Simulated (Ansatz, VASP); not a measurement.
**NaF: VASP beside Ansatz**

INCAR

```
ALGO = Normal
EDIFF = 1E-7
ENCUT = 520
GGA = PE
ISIF = 2
ISMEAR = 0
LASPH = True
LCHARG = False
LREAL = False
LWAVE = False
NBANDS = 14
NELM = 100
PREC = Accurate
SIGMA = 0.05
```

The input KPOINTS:

```
k-points
0
Gamma
  8 8 8
```

The input POSCAR:

```
NaF
1.0
    0.0000000000      2.3233000000      2.2768340000
    2.3233000000      0.0000000000      2.2768340000
    2.3233000000      2.3233000000      0.0000000000
Na F
1 1
Direct
    0.0000000000      0.0000000000      0.0000000000
    0.5000000000      0.5000000000      0.5000000000
```

Input for Ansatz:

```yaml
crystal:
  lattice:
    - [0.0, 2.3233, 2.276834]
    - [2.3233, 0.0, 2.276834]
    - [2.3233, 2.3233, 0.0]
  atoms:
    - { symbol: Na, position: [0.0, 0.0, 0.0] }
    - { symbol: F, position: [0.5, 0.5, 0.5] }
basis:
  ecutwfc: 420
kpoints:
  mp_grid: { grid: [8, 8, 8] }
hamiltonian:
  xc: pbe
scf:
  occupations: { method: gaussian, width: 0.05 }
output:
  forces: true
  stress: true
  eigenvalues: true
```

Change from the starting cell: strain -0.0200 x Voigt [0, 0, 1, 0, 0, 0], atoms carried along.

Alike in both runs: task single point; functional PBE; k mesh 8 × 8 × 8; occupations gaussian, width 0.05 eV; no spin polarisation.

```csv
,VASP,Ansatz
version,VASP 6.6.1,Ansatz 0.2.0
potentials or method,"VASP PAW PBE potentials, release 64 (Na_pv, F), cutoff 520 eV","scalar-relativistic, plane waves, PAW"
valence electrons in the cell,14,16
```

```csv
,VASP,Ansatz,Ansatz less VASP
gap on the k mesh at the Fermi level (eV),6.36,6.38,+0.017
least direct gap on the mesh (eV),6.36,6.38,+0.017
pressure (GPa),2.8,2.9,+0.10
"traceless stress, the component that is largest in VASP (GPa)",1.33,1.29,-0.043
```

VASP's potentials hold 14 valence electrons a cell and Ansatz's 16, so a difference there can come from the potentials and not from the codes.
